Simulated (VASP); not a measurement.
## W: single point with PBE

Crystal: W.

```xyz
1
Lattice="-1.5918 1.5918 1.5918 1.5918 -1.5918 1.5918 1.5918 1.5918 -1.5918" Properties=species:S:1:pos:R:3 pbc="T T T"
W     0.0000    0.0000    0.0000
```

```yaml
Program: VASP 6.6.1
Task: single point
Functional: PBE
Potentials_or_basis: VASP PAW PBE potentials, release 64 (W_sv)
Cutoff: 520 eV
k_mesh: 18 × 18 × 18
Occupations: fermi-dirac, width 0.05 eV
Spin: no spin polarisation
Dipole_correction: no
Further_INCAR_settings: ALGO = Normal; EDIFF = 1e-06; NBANDS = 13
```

```yaml
Pressure: 0.5 GPa
Band_gap_on_the_k_mesh: zero (bands 7 and 8 overlap by 6.24 eV)
```

Levels at points of the mesh, in eV from the Fermi level:
```csv
k point,band 4,band 5,band 6,band 7,band 8,band 9,band 10,band 11
"(0.00, 0.00, 0.00)",-37.79,-9.54,-1.20,-1.20,-1.20,2.22,2.22,14.48
"(0.50, 0.00, 0.00)",-37.79,-6.16,-3.48,0.62,2.11,3.06,6.00,10.80
"(0.50, 0.50, 0.50)",-38.64,-5.69,-5.69,5.04,5.04,5.04,8.11,8.11
```

Run time: 43 s on 1 thread of Intel Xeon 8259CL (shared host), peak memory 0.17 GiB.

Caveat: spin-orbit coupling is left out, which moves the levels of the heavy elements.
